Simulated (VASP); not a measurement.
# NbTe2Mo3 (Cmmm) in VASP: single point with PBE

Aim: the single point of NbTe2Mo3 with PBE.

All numbers are computed with VASP 6.6.1; they aren't measurements. Logs are shortened: lines on timing, memory, paths and dates and some standing lists are left out, and cuts for length are marked.

**1. The cell of the first run**

The structure is orthorhombic, space group Cmmm (No. 65). The conventional cell has a = 8.030 Å, b = 9.805 Å, c = 4.013 Å, α = 90.00°, β = 90.00°, γ = 90.00°. Within 3.4 Å of Nb (site symmetry mmm) lie 4 Mo at 2.61 Å and 4 Te at 2.97 Å. Te (site symmetry m2m) has 5 Mo at 2.72 to 3.59 Å and 2 Nb at 2.97 Å within 3.6 Å. Within 3.1 Å of Mo (site symmetry 2mm) lie 1 Mo at 2.35 Å and 2 Nb at 2.61 Å and 2 Te at 2.75 Å. Within 3.1 Å of Mo (site symmetry mmm) lie 2 Mo at 2.35 Å and 2 Te at 2.72 Å.

The cell was built from a structure type or drawn by symmetry, and may not be a known phase.

**2. Single point, PBE**

The input, INCAR:

```
  ALGO = Normal
  EDIFF = 1E-6
  ENCUT = 500
  GGA = PE
  GGA_COMPAT = F
  ISIF = 2
  ISMEAR = 0
  LASPH = T
  LCHARG = T
  LELF = T
  LREAL = F
  LVHAR = T
  LWAVE = F
  NBANDS = 42
  NELM = 120
  PREC = Accurate
  SIGMA = 0.2
```

The input, KPOINTS:

```
k-points
0
Gamma
  3 3 3
```

The input, POSCAR:

```
NbTe2Mo3
1.0
    4.0149412090     -4.9026263509      0.0000000000
    4.0149412090      4.9026263509      0.0000000000
    0.0000000000      0.0000000000      4.0130382451
Nb Te Mo
1 2 3
Direct
    0.5000000000      0.5000000000      0.0000000000
    0.7228913571      0.2771086429      0.5000000000
    0.2771086429      0.7228913571      0.5000000000
    0.7075410689      0.7075410689      0.5000000000
    0.2924589311      0.2924589311      0.5000000000
    0.0000000000      0.0000000000      0.5000000000
```

Potentials or basis: VASP PAW PBE potentials, release 64 (Nb_sv, Te, Mo_sv).

The run is started by

```console
> cat potpaw_PBE.64/Nb_sv/POTCAR potpaw_PBE.64/Te/POTCAR potpaw_PBE.64/Mo_sv/POTCAR > POTCAR
> mpirun -np 1 vasp_std > vasp.out
```

OUTCAR:

```text
EDIFF = 1E-6
   ENCUT = 500
   GGA = PE
   ISIF = 2
   ISMEAR = 0
   LASPH = T
   LREAL = F
   NELM = 120
   PREC = Accurate

 ion  position               nearest neighbor table
   1  0.500  0.500  0.000-   4 2.61   5 2.61   4 2.61   5 2.61   2 2.97   3 2.97   2 2.97   3 2.97

   2  0.723  0.277  0.500-   6 2.72   5 2.75   4 2.75   1 2.97   1 2.97
   3  0.277  0.723  0.500-   6 2.72   5 2.75   4 2.75   1 2.97   1 2.97
   4  0.708  0.708  0.500-   6 2.35   1 2.61   1 2.61   2 2.75   3 2.75   5 3.33
   5  0.292  0.292  0.500-   6 2.35   1 2.61   1 2.61   2 2.75   3 2.75   4 3.33
   6  0.000  0.000  0.500-   4 2.35   5 2.35   2 2.72   3 2.72

  LATTYP: Found a base centered orthorhombic cell.
 ALAT       =     8.0298824180
 B/A-ratio  =     1.2210954272
 C/A-ratio  =     0.4997630147

  Lattice vectors:

 A1 = (   4.0149412090,  -4.9026263509,   0.0000000000)
 A2 = (   4.0149412090,   4.9026263509,   0.0000000000)
 A3 = (   0.0000000000,   0.0000000000,   4.0130382451)

Analysis of symmetry for initial positions (statically):
=====================================================================
 Subroutine PRICEL returns:
 Original cell was already a primitive cell.

 Routine SETGRP: Setting up the symmetry group for a
 base centered orthorhombic supercell.

 Subroutine GETGRP returns: Found  8 space group operations
 (whereof  8 operations were pure point group operations)
 out of a pool of  8 trial point group operations.

The static configuration has the point symmetry D_2h.

Analysis of symmetry for dynamics (positions and initial velocities):
=====================================================================
 Subroutine PRICEL returns:
 Original cell was already a primitive cell.

 Routine SETGRP: Setting up the symmetry group for a
 base centered orthorhombic supercell.

 Subroutine GETGRP returns: Found  8 space group operations
 (whereof  8 operations were pure point group operations)
 out of a pool of  8 trial point group operations.

The dynamic configuration has the point symmetry D_2h.

 Subroutine INISYM returns: Found  8 space group operations
 (whereof  8 operations are pure point group operations),
 and found     1 'primitive' translations

----------------------------------------------------------------------------------------

                                     Primitive cell

  volume of cell :     157.9833

  direct lattice vectors                    reciprocal lattice vectors
     4.014941209 -4.902626351  0.000000000     0.124534825 -0.101986153  0.000000000
     4.014941209  4.902626351  0.000000000     0.124534825  0.101986153  0.000000000
     0.000000000  0.000000000  4.013038245     0.000000000  0.000000000  0.249187757

  length of vectors
     6.336836596  6.336836596  4.013038245     0.160966139  0.160966139  0.249187757

  position of ions in fractional coordinates (direct lattice)
     0.500000000  0.500000000  0.000000000
     0.722891357  0.277108643  0.500000000
     0.277108643  0.722891357  0.500000000
     0.707541069  0.707541069  0.500000000
     0.292458931  0.292458931  0.500000000
     0.000000000  0.000000000  0.500000000

  ion indices of the primitive-cell ions
   primitive index   ion index
                 1           1
                 2           2
                 3           3
                 4           4
                 5           5
                 6           6

----------------------------------------------------------------------------------------

 KPOINTS: k-points

Automatic generation of k-mesh.
 Grid dimensions read from file:
 generate k-points for:    3    3    3

 Generating k-lattice:

  Cartesian coordinates                     Fractional coordinates (reciprocal lattice)
     0.041511608 -0.033995384  0.000000000     0.333333333  0.000000000  0.000000000
     0.041511608  0.033995384  0.000000000     0.000000000  0.333333333  0.000000000
     0.000000000  0.000000000  0.083062586     0.000000000  0.000000000  0.333333333

  Length of vectors
     0.053655380  0.053655380  0.083062586

  Shift w.r.t. Gamma in fractional coordinates (k-lattice)
     0.000000000  0.000000000  0.000000000

 Subroutine IBZKPT returns following result:
 ===========================================

 Found      8 irreducible k-points:

 Following reciprocal coordinates:
            Coordinates               Weight
  0.000000  0.000000  0.000000      1.000000
  0.333333  0.000000  0.000000      4.000000
  0.333333  0.333333  0.000000      2.000000
 -0.333333  0.333333  0.000000      2.000000
  0.000000  0.000000  0.333333      2.000000
  0.333333  0.000000  0.333333      8.000000
  0.333333  0.333333  0.333333      4.000000
 -0.333333  0.333333  0.333333      4.000000
   k-points           NKPTS =      8   k-points in BZ     NKDIM =      8   number of bands    NBANDS=     42
   number of dos      NEDOS =    301   number of ions     NIONS =      6
   total plane-waves  NPLWV =  69120
   dimension x,y,z NGX =    48 NGY =   48 NGZ =   30
   dimension x,y,z NGXF=    96 NGYF=   96 NGZF=   60
   ions per type =               1   2   3
   NGX,Y,Z   is equivalent  to a cutoff of  12.59, 12.59, 12.43 a.u.
   NGXF,Y,Z  is equivalent  to a cutoff of  25.19, 25.19, 24.86 a.u.
 SYSTEM =  unknown system
   PREC   = accura    normal or accurate (medium, high low for compatibility)
   ISTART =      0    job   : 0-new  1-cont  2-samecut
   ICHARG =      2    charge: 1-file 2-atom 10-const
   ISPIN  =      1    spin polarized calculation?
   LNONCOLLINEAR =      F non collinear calculations
   LSORBIT =      F    spin-orbit coupling
   LASPH  =      T    aspherical Exc in radial PAW
   ENCUT  =  500.0 eV  36.75 Ry    6.06 a.u.  11.55 11.55  7.32*2*pi/ulx,y,z
   NELM   =    120;   NELMIN=  2; NELMDL= -5     # of ELM steps
   EDIFF  = 0.1E-05   stopping-criterion for ELM
   LREAL  =      F    real-space projection
   EDIFFG = 0.1E-04   stopping-criterion for IOM
   NSW    =      0    number of steps for IOM
   IBRION =     -1    ionic relax: 0-MD 1-quasi-New 2-CG
   NFREE  =      0    steps in history (QN), initial steepest desc. (CG)
   ISIF   =      2    stress and relaxation
   ISYM   =      2    0-nonsym 1-usesym 2-fastsym
   POTIM  = 0.5000    time-step for ionic-motion
   TEBEG  =    0.0;   TEEND  =   0.0 temperature during run
   PSTRESS=    0.0 pullay stress
   NELECT =      67.0000    total number of electrons
   NUPDOWN=      -1.0000    fix difference up-down
   EMIN   =  10.00;   EMAX   =-10.00  energy-range for DOS
   EFERMI =   0.00;   METHOD = LEGACY
   ISMEAR =     0;   SIGMA  =   0.20  broadening in eV -4-tet -1-fermi 0-gaus
   EFERMI_NEDOS =   21; number of points for ismear=-14 and -15
   IALGO  =     38    algorithm
   IMIX   =      4    mixing-type and parameters
     AMIX     =   0.40;   BMIX     =  1.00
     AMIX_MAG =   1.60;   BMIX_MAG =  1.00
  volume/ion in A,a.u.               =      26.33       177.69
  Fermi-wavevector in a.u.,A,eV,Ry     =   1.229974  2.324314 20.583391  1.512837
  Thomas-Fermi vector in A             =   2.364841
   LORBIT       =      0    0 simple, 1 ext, 2 COOP (PROOUT), +10 PAW based schemes
   GGA     = PE    functional components
   LHFCALC =     F    Hartree Fock is set to
   AEXX    =    0.0000 exact exchange contribution
   IVDW    =     0    specifies the selected vdW correction
   LEPSILON=     F    determine dielectric tensor
   LRPA    =     F    only Hartree local field effects (RPA)
 non-spin polarized calculation
 Gauss-broadening in eV      SIGMA  =   0.20
  energy-cutoff  :      500.00
  volume of cell :      157.98
 maximum number of plane-waves:      4045
 NGX is ok and might be reduce to    48
   NGX = 23   NGY = 23   NGZ = 15

 number of electron      67.0000003 magnetization

 Free energy of the ion-electron system (eV)
  ---------------------------------------------------
  ext. energy  EPLUGINS =         0.00000000
  ---------------------------------------------------
  free energy    TOTEN  =       -43.16001676 eV

  energy without entropy =      -43.02919987  energy(sigma->0) =      -43.09460832

 E-fermi :   7.0924     XC(G=0): -10.0595

 val. band max:        7.0901373125   @ k =   0.3333   0.3333   0.3333
 cond. band min:       7.1033496858   @ k =   0.3333   0.0000   0.0000
 fundamental gap:      0.0132123734
 Fermi energy:         7.0923572509

 k-point     1 :       0.0000    0.0000    0.0000
  band No.  band energies     occupation
      1     -53.8006      2.00000
      2     -53.6678      2.00000
      3     -53.3822      2.00000
      4     -47.8883      2.00000
      5     -28.9542      2.00000
      6     -28.0298      2.00000
[... 34 lines left out ...]
     41       8.8019      0.00000
     42       8.8307      0.00000

 k-point     2 :       0.3333    0.0000    0.0000
  band No.  band energies     occupation
      1     -53.7964      2.00000
      2     -53.6742      2.00000
      3     -53.3799      2.00000
      4     -47.8883      2.00000
      5     -28.9741      2.00000
      6     -27.9915      2.00000
[... 34 lines left out ...]
     41       9.3513      0.00000
     42       9.4996      0.00000

 k-point     3 :       0.3333    0.3333    0.0000
  band No.  band energies     occupation
      1     -53.7964      2.00000
      2     -53.6742      2.00000
      3     -53.3799      2.00000
      4     -47.8883      2.00000
      5     -28.9738      2.00000
      6     -27.9916      2.00000
[... 34 lines left out ...]
     41       9.5398      0.00000
     42       9.9908      0.00000

 k-point     4 :      -0.3333    0.3333    0.0000
  band No.  band energies     occupation
      1     -53.8006      2.00000
      2     -53.6678      2.00000
      3     -53.3821      2.00000
      4     -47.8883      2.00000
      5     -28.9536      2.00000
      6     -28.0300      2.00000
[... 34 lines left out ...]
     41       9.5823      0.00000
     42       9.6103      0.00000

 k-point     5 :       0.0000    0.0000    0.3333
  band No.  band energies     occupation
      1     -53.7988      2.00000
      2     -53.6670      2.00000
      3     -53.3811      2.00000
      4     -47.8920      2.00000
      5     -28.9456      2.00000
      6     -28.1031      2.00000
[... 34 lines left out ...]
     41       9.2357      0.00000
     42       9.5121      0.00000

 k-point     6 :       0.3333    0.0000    0.3333
  band No.  band energies     occupation
      1     -53.7954      2.00000
      2     -53.6722      2.00000
      3     -53.3793      2.00000
      4     -47.8920      2.00000
      5     -28.9943      2.00000
      6     -27.9963      2.00000
[... 34 lines left out ...]
     41       9.3268      0.00000
     42       9.5197      0.00000

 k-point     7 :       0.3333    0.3333    0.3333
  band No.  band energies     occupation
      1     -53.7954      2.00000
      2     -53.6722      2.00000
      3     -53.3793      2.00000
      4     -47.8920      2.00000
      5     -28.9940      2.00000
      6     -27.9963      2.00000
[... 34 lines left out ...]
     41       9.5892      0.00000
     42       9.6762      0.00000

 k-point     8 :      -0.3333    0.3333    0.3333
  band No.  band energies     occupation
      1     -53.7988      2.00000
      2     -53.6671      2.00000
      3     -53.3810      2.00000
      4     -47.8920      2.00000
      5     -28.9450      2.00000
      6     -28.1033      2.00000
[... 34 lines left out ...]
     41       9.4610      0.00000
     42       9.6349      0.00000

------------------------ aborting loop because EDIFF is reached ----------------------------------------

  FORCE on cell =-STRESS in cart. coord.  units (eV):
  Direction    XX          YY          ZZ          XY          YZ          ZX
  --------------------------------------------------------------------------------------
  -------------------------------------------------------------------------------------
  Total        0.1808853     -0.3532021     -0.2304403      0.0000000      0.0000000      0.0000000
  in kB        1.8344356     -3.5819751     -2.3369945      0.0000000      0.0000000      0.0000000
  external PRESSURE =      -1.3615113 kB  Pullay stress =       0.0000000 kB

 VOLUME and BASIS-vectors are now :
 -----------------------------------------------------------------------------
  energy-cutoff  :      500.00
  volume of cell :      157.98
      direct lattice vectors                 reciprocal lattice vectors
     4.014941209 -4.902626351  0.000000000     0.124534825 -0.101986153  0.000000000
     4.014941209  4.902626351  0.000000000     0.124534825  0.101986153  0.000000000
     0.000000000  0.000000000  4.013038245     0.000000000  0.000000000  0.249187757

 POSITION                                       TOTAL-FORCE (eV/Angst)
 -----------------------------------------------------------------------------------
      4.01494      0.00000      0.00000         0.000000     -0.000000      0.000000
      4.01494     -2.18551      2.00652         0.000000      0.022051      0.000000
      4.01494      2.18551      2.00652         0.000000     -0.022051      0.000000
      5.68147      0.00000      2.00652        -0.094527     -0.000000      0.000000
      2.34841      0.00000      2.00652         0.094527     -0.000000      0.000000
      0.00000      0.00000      2.00652         0.000000     -0.000000      0.000000
 -----------------------------------------------------------------------------------
    total drift:                                0.000000     -0.000000     -0.000000

  FREE ENERGIE OF THE ION-ELECTRON SYSTEM (eV)
  ---------------------------------------------------
  free  energy   TOTEN  =       -43.1600167595 eV

  energy  without entropy=      -43.0291998706  energy(sigma->0) =      -43.09460832
```

It took 40 s on 1 thread of AMD EPYC 9R45 (Zen 5), shared host; peak memory 0.24 GiB.

What came out:

```
Free energy            : -43.1600 eV
Pressure               : -0.1 GPa
Largest force          : 0.095 eV/Å
Band gap on the k mesh : zero (an odd number of electrons rules out a gap without spin polarisation)
```

Forces on the atoms (eV/Å):
```
Nb   0.000  0.000  0.000
Te   0.000  0.022  0.000
Te   0.000 -0.022  0.000
Mo  -0.095  0.000  0.000
Mo   0.095  0.000  0.000
Mo   0.000  0.000  0.000
```

Levels at points of the mesh, in eV from the Fermi level:
| k point | band 30 | band 31 | band 32 | band 33 | band 34 | band 35 | band 36 | band 37 |
| --- | --- | --- | --- | --- | --- | --- | --- | --- |
| (0.00, 0.00, 0.00) | -0.88 | -0.84 | -0.55 | -0.32 | -0.26 | -0.16 | -0.12 | 0.27 |

Caveat: the k points lie up to 0.52 Å⁻¹ apart, too coarse for converged energies and pressures of a metal; spin-orbit coupling is left out, which moves the levels of the heavy elements.
